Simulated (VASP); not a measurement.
# InH3 (Pm-3m) in VASP: further runs

The runs below take InH3 through relaxation of cell and atoms, single point, with PBE.

All numbers are computed with VASP 6.6.1; they aren't measurements. Logs are shortened: lines on timing, memory, paths and dates and some standing lists are left out, and cuts for length are marked.

**1. The cell of the first run**

The structure is cubic, space group Pm-3m (No. 221). The conventional cell has a = 3.461 Å, b = 3.461 Å, c = 3.461 Å, α = 90.00°, β = 90.00°, γ = 90.00°. Within 3.2 Å of In (site symmetry m-3m) lie 12 H at 2.45 Å. H (site symmetry 4/mmm) has 4 In at 2.45 Å and 8 H at 2.45 Å within 3.2 Å.

**2. Relaxation of cell and atoms, PBE**

File INCAR:

```
SYSTEM = InH3
PREC = Accurate
ENCUT = 600
EDIFF = 1E-6
ISMEAR = 0
SIGMA = 0.1
LREAL = .False.
LASPH = .True.
NELM = 100
ALGO = Normal
ISIF = 3
LWAVE = .False.
LCHARG = .False.
GGA = PE
IBRION = 2
NSW = 90
EDIFFG = -0.04
```

File KPOINTS:

```
Automatic mesh
0
Gamma
  6 6 6
  0 0 0
```

File POSCAR:

```
InH3
1.0
    3.4612646882      0.0000000000      0.0000000000
    0.0000000000      3.4612646882      0.0000000000
    0.0000000000      0.0000000000      3.4612646882
In H
1 3
Direct
    0.0000000000      0.0000000000      0.0000000000
    0.0000000000      0.5000000000      0.5000000000
    0.5000000000      0.0000000000      0.5000000000
    0.5000000000      0.5000000000      0.0000000000
```

Potentials or basis: VASP PAW PBE potentials, release 64 (In_d, H).

The run is started by

```
$ cat potpaw_PBE.64/In_d/POTCAR potpaw_PBE.64/H/POTCAR > POTCAR
$ mpirun -np 1 vasp_std > vasp.out
```

OUTCAR:

```text
SYSTEM = InH3
   PREC = Accurate
   ENCUT = 600
   EDIFF = 1E-6
   ISMEAR = 0
   LREAL = .False.
   LASPH = .True.
   NELM = 100
   ISIF = 3
   GGA = PE
   IBRION = 2
   NSW = 90
   EDIFFG = -0.04

 ion  position               nearest neighbor table
   1  0.000  0.000  0.000-   2 2.45   3 2.45   4 2.45   2 2.45   3 2.45   2 2.45   4 2.45   2 2.45
                             3 2.45   4 2.45   3 2.45   4 2.45
   2  0.000  0.500  0.500-   1 2.45   1 2.45   1 2.45   1 2.45
   3  0.500  0.000  0.500-   1 2.45   1 2.45   1 2.45   1 2.45
   4  0.500  0.500  0.000-   1 2.45   1 2.45   1 2.45   1 2.45

  LATTYP: Found a simple cubic cell.
 ALAT       =     3.4612646882

  Lattice vectors:

 A1 = (   3.4612646882,   0.0000000000,   0.0000000000)
 A2 = (   0.0000000000,   3.4612646882,   0.0000000000)
 A3 = (   0.0000000000,   0.0000000000,   3.4612646882)

Analysis of symmetry for initial positions (statically):
=====================================================================
 Subroutine PRICEL returns:
 Original cell was already a primitive cell.

 Routine SETGRP: Setting up the symmetry group for a
 simple cubic supercell.

 Subroutine GETGRP returns: Found 48 space group operations
 (whereof 48 operations were pure point group operations)
 out of a pool of 48 trial point group operations.

The static configuration has the point symmetry O_h .

Analysis of symmetry for dynamics (positions and initial velocities):
=====================================================================
 Subroutine PRICEL returns:
 Original cell was already a primitive cell.

 Routine SETGRP: Setting up the symmetry group for a
 simple cubic supercell.

 Subroutine GETGRP returns: Found 48 space group operations
 (whereof 48 operations were pure point group operations)
 out of a pool of 48 trial point group operations.

The dynamic configuration has the point symmetry O_h .

 Subroutine INISYM returns: Found 48 space group operations
 (whereof 48 operations are pure point group operations),
 and found     1 'primitive' translations

----------------------------------------------------------------------------------------

                                     Primitive cell

  volume of cell :      41.4672

  direct lattice vectors                    reciprocal lattice vectors
     3.461264688  0.000000000  0.000000000     0.288911739  0.000000000  0.000000000
     0.000000000  3.461264688  0.000000000     0.000000000  0.288911739  0.000000000
     0.000000000  0.000000000  3.461264688     0.000000000  0.000000000  0.288911739

  length of vectors
     3.461264688  3.461264688  3.461264688     0.288911739  0.288911739  0.288911739

  position of ions in fractional coordinates (direct lattice)
     0.000000000  0.000000000  0.000000000
     0.000000000  0.500000000  0.500000000
     0.500000000  0.000000000  0.500000000
     0.500000000  0.500000000  0.000000000

  ion indices of the primitive-cell ions
   primitive index   ion index
                 1           1
                 2           2
                 3           3
                 4           4

----------------------------------------------------------------------------------------

 KPOINTS: Automatic mesh

Automatic generation of k-mesh.
 Grid dimensions read from file:
 generate k-points for:    6    6    6

 Generating k-lattice:

  Cartesian coordinates                     Fractional coordinates (reciprocal lattice)
     0.048151956  0.000000000  0.000000000     0.166666667  0.000000000  0.000000000
     0.000000000  0.048151956  0.000000000     0.000000000  0.166666667  0.000000000
     0.000000000  0.000000000  0.048151956     0.000000000  0.000000000  0.166666667

  Length of vectors
     0.048151956  0.048151956  0.048151956

  Shift w.r.t. Gamma in fractional coordinates (k-lattice)
     0.000000000  0.000000000  0.000000000

 Subroutine IBZKPT returns following result:
 ===========================================

 Found     20 irreducible k-points:

 Following reciprocal coordinates:
            Coordinates               Weight
  0.000000  0.000000  0.000000      1.000000
  0.166667  0.000000  0.000000      6.000000
  0.333333  0.000000  0.000000      6.000000
  0.500000  0.000000  0.000000      3.000000
  0.166667  0.166667  0.000000     12.000000
  0.333333  0.166667  0.000000     24.000000
[... 12 lines left out ...]
  0.500000  0.500000  0.333333      6.000000
  0.500000  0.500000  0.500000      1.000000
   k-points           NKPTS =     20   k-points in BZ     NKDIM =     20   number of bands    NBANDS=     12
   number of dos      NEDOS =    301   number of ions     NIONS =      4
   total plane-waves  NPLWV =  21952
   dimension x,y,z NGX =    28 NGY =   28 NGZ =   28
   dimension x,y,z NGXF=    56 NGYF=   56 NGZF=   56
   ions per type =               1   3
   NGX,Y,Z   is equivalent  to a cutoff of  13.45, 13.45, 13.45 a.u.
   NGXF,Y,Z  is equivalent  to a cutoff of  26.90, 26.90, 26.90 a.u.
 SYSTEM =  InH3
   PREC   = accura    normal or accurate (medium, high low for compatibility)
   ISTART =      0    job   : 0-new  1-cont  2-samecut
   ICHARG =      2    charge: 1-file 2-atom 10-const
   ISPIN  =      1    spin polarized calculation?
   LNONCOLLINEAR =      F non collinear calculations
   LSORBIT =      F    spin-orbit coupling
   LASPH  =      T    aspherical Exc in radial PAW
   ENCUT  =  600.0 eV  44.10 Ry    6.64 a.u.   6.91  6.91  6.91*2*pi/ulx,y,z
   NELM   =    100;   NELMIN=  2; NELMDL= -5     # of ELM steps
   EDIFF  = 0.1E-05   stopping-criterion for ELM
   LREAL  =      F    real-space projection
   EDIFFG = -.4E-01   stopping-criterion for IOM
   NSW    =     90    number of steps for IOM
   IBRION =      2    ionic relax: 0-MD 1-quasi-New 2-CG
   NFREE  =      1    steps in history (QN), initial steepest desc. (CG)
   ISIF   =      3    stress and relaxation
   ISYM   =      2    0-nonsym 1-usesym 2-fastsym
   POTIM  = 0.5000    time-step for ionic-motion
   TEBEG  =    0.0;   TEEND  =   0.0 temperature during run
   PSTRESS=    0.0 pullay stress
   NELECT =      16.0000    total number of electrons
   NUPDOWN=      -1.0000    fix difference up-down
   EMIN   =  10.00;   EMAX   =-10.00  energy-range for DOS
   EFERMI =   0.00;   METHOD = LEGACY
   ISMEAR =     0;   SIGMA  =   0.10  broadening in eV -4-tet -1-fermi 0-gaus
   EFERMI_NEDOS =   21; number of points for ismear=-14 and -15
   IALGO  =     38    algorithm
   IMIX   =      4    mixing-type and parameters
     AMIX     =   0.40;   BMIX     =  1.00
     AMIX_MAG =   1.60;   BMIX_MAG =  1.00
  volume/ion in A,a.u.               =      10.37        69.96
  Fermi-wavevector in a.u.,A,eV,Ry     =   1.191827  2.252227 19.326429  1.420452
  Thomas-Fermi vector in A             =   2.327880
   LORBIT       =      0    0 simple, 1 ext, 2 COOP (PROOUT), +10 PAW based schemes
   GGA     = PE    functional components
   LHFCALC =     F    Hartree Fock is set to
   AEXX    =    0.0000 exact exchange contribution
   IVDW    =     0    specifies the selected vdW correction
   LEPSILON=     F    determine dielectric tensor
   LRPA    =     F    only Hartree local field effects (RPA)
 conjugate gradient relaxation of ions
 non-spin polarized calculation
 Gauss-broadening in eV      SIGMA  =   0.10
  energy-cutoff  :      600.00
  volume of cell :       41.47
 maximum number of plane-waves:      1409
 NGX is ok and might be reduce to    28
   NGX = 13   NGY = 13   NGZ = 13

--------------------------------------- Ionic step        1  -------------------------------------------

 number of electron      16.0000002 magnetization

 Free energy of the ion-electron system (eV)
  ---------------------------------------------------
  ext. energy  EPLUGINS =         0.00000000
  ---------------------------------------------------
  free energy    TOTEN  =        -9.18132880 eV

  energy without entropy =       -9.17463631  energy(sigma->0) =       -9.17798256

 E-fermi :   3.6323     XC(G=0):  -9.7444

 val. band max:        3.5031889670   @ k =   0.3333   0.1667   0.1667
 cond. band min:       3.6427406122   @ k =   0.5000   0.3333   0.3333
 fundamental gap:      0.1395516452
 Fermi energy:         3.6322901167

 k-point     1 :       0.0000    0.0000    0.0000
  band No.  band energies     occupation
      1     -10.4656      2.00000
      2     -10.4656      2.00000
      3     -10.1698      2.00000
      4     -10.1698      2.00000
      5     -10.1698      2.00000
      6      -5.6959      2.00000
      7       4.4033      0.00000
      8       4.4033      0.00000
      9       8.0258      0.00000
     10       8.4410      0.00000
     11       8.4410      0.00000
     12       8.4410      0.00000
[... 394 lines left out ...]
  energy  without entropy=       -9.3227902769  energy(sigma->0) =       -9.32677928

--------------------------------------- Ionic step        4  -------------------------------------------

 number of electron      16.0000003 magnetization

 Free energy of the ion-electron system (eV)
  ---------------------------------------------------
  ext. energy  EPLUGINS =         0.00000000
  ---------------------------------------------------
  free energy    TOTEN  =        -9.33258041 eV

  energy without entropy =       -9.32530838  energy(sigma->0) =       -9.32894440

 E-fermi :   5.2739     XC(G=0): -10.4061

 val. band max:        5.2653902435   @ k =   0.3333   0.1667   0.0000
 cond. band min:       5.3658922583   @ k =   0.3333   0.3333   0.3333
 fundamental gap:      0.1005020148
 Fermi energy:         5.2738696614

 k-point     1 :       0.0000    0.0000    0.0000
  band No.  band energies     occupation
      1      -9.2111      2.00000
      2      -9.2111      2.00000
      3      -8.7469      2.00000
      4      -8.7469      2.00000
      5      -8.7469      2.00000
      6      -5.4306      2.00000
      7       6.1069      0.00000
      8       6.1069      0.00000
      9      10.2203      0.00000
     10      10.2203      0.00000
     11      10.2203      0.00000
     12      10.6690      0.00000
[... 314 lines left out ...]
  FREE ENERGIE OF THE ION-ELECTRON SYSTEM (eV)
  ---------------------------------------------------
  free  energy   TOTEN  =        -9.3325804109 eV

  energy  without entropy=       -9.3253083807  energy(sigma->0) =       -9.32894440

 reached required accuracy - stopping structural energy minimisation
```

Run time: 16 s. Hardware: 1 thread of Intel Xeon 6975P-C (Granite Rapids), shared host; peak memory 0.17 GiB.

What came out:

* Free energy: -9.3326 eV
* Relaxed volume: 8.87 Å³/atom
* Relaxed cell: a = 3.285 Å, b = 3.285 Å, c = 3.285 Å, α = 90.00°, β = 90.00°, γ = 90.00°
* Space group after relaxing (to 0.05 Å): Pm-3m (No. 221)
* Energy gained by relaxing: 37.8 meV/atom
* Ionic steps: 4
* Pressure after relaxing: 0.2 GPa
* Band gap on the k mesh: zero (band 8 reaches 6.27 eV, above the bottom of band 9 at 2.88 eV)

The path:
| step | energy change (eV) | largest force (eV/Å) | pressure (GPa) | volume (Å³) |
| --- | --- | --- | --- | --- |
| 1 | 0.0000 | 0.0000 | -7.01 | 41.47 |
| 2 | -0.0993 | 0.0000 | -4.71 | 38.80 |
| 3 | -0.1494 | 0.0000 | -1.04 | 36.13 |
| 4 | -0.1513 | 0.0000 | 0.20 | 35.46 |

Final structure:
```yaml
crystal:
  lattice:
    - [3.28537, 0.00000, 0.00000]
    - [0.00000, 3.28537, 0.00000]
    - [0.00000, 0.00000, 3.28537]
  atoms:
    - { symbol: In, position: [0.00000, 0.00000, 0.00000] }
    - { symbol: H, position: [0.00000, 0.50000, 0.50000] }
    - { symbol: H, position: [0.50000, 0.00000, 0.50000] }
    - { symbol: H, position: [0.50000, 0.50000, 0.00000] }
```

Levels at points of the mesh, in eV from the Fermi level:
| k point | band 4 | band 5 | band 6 | band 7 | band 8 | band 9 | band 10 | band 11 | band 12 |
| --- | --- | --- | --- | --- | --- | --- | --- | --- | --- |
| (0.00, 0.00, 0.00) | -14.02 | -14.02 | -10.70 | 0.83 | 0.83 | 4.95 | 4.95 | 4.95 | 5.40 |
| (0.50, 0.00, 0.00) | -14.15 | -14.01 | -7.14 | -6.98 | 0.99 | 4.66 | 7.65 | 7.65 | 9.80 |
| (0.50, 0.50, 0.00) | -14.13 | -13.90 | -4.42 | -4.42 | -2.76 | -2.40 | 7.52 | 7.52 | 10.74 |
| (0.50, 0.50, 0.50) | -13.89 | -13.89 | -1.43 | -1.43 | -1.43 | 0.80 | 0.87 | 0.87 | 0.87 |

Caveat: spin-orbit coupling is left out, which moves the levels of the heavy elements.

(Part 1 of 2 ends here.)
